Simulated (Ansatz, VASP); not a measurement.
**Cu in VASP and in Ansatz**

```
Cu
1.0
     2.36909    0.00000    0.00000
     0.00000    2.36909    0.00000
     0.00000    0.00000    2.36909
Cu
1
Direct
  0.00000 0.00000 0.00000
```

Alike in both runs: functional r2SCAN; k mesh 13 × 13 × 13; occupations fermi-dirac, width 0.1 eV; no spin polarisation.

Ansatz relaxed the structure, and its values are those at the end. VASP's run is a single point on that final structure, the one shown.

|  | VASP | Ansatz |
| --- | --- | --- |
| version | VASP 6.6.1 | Ansatz 0.2.0 |
| potentials or method | VASP PAW PBE potentials, release 64 (Cu), cutoff 520 eV | plane waves (500 eV) with PAW, scalar-relativistic |
| valence electrons in the cell | 11 | 19 |

Ansatz gave:

```
pressure (GPa) : 0.0
```

Task: Estimate VASP's values.

Result: Pressure (GPa): 0.6.

VASP's potentials were made for PBE, not for r2SCAN. VASP's potentials hold 11 valence electrons a cell and Ansatz's 19, so a difference there can come from the potentials and not from the codes.
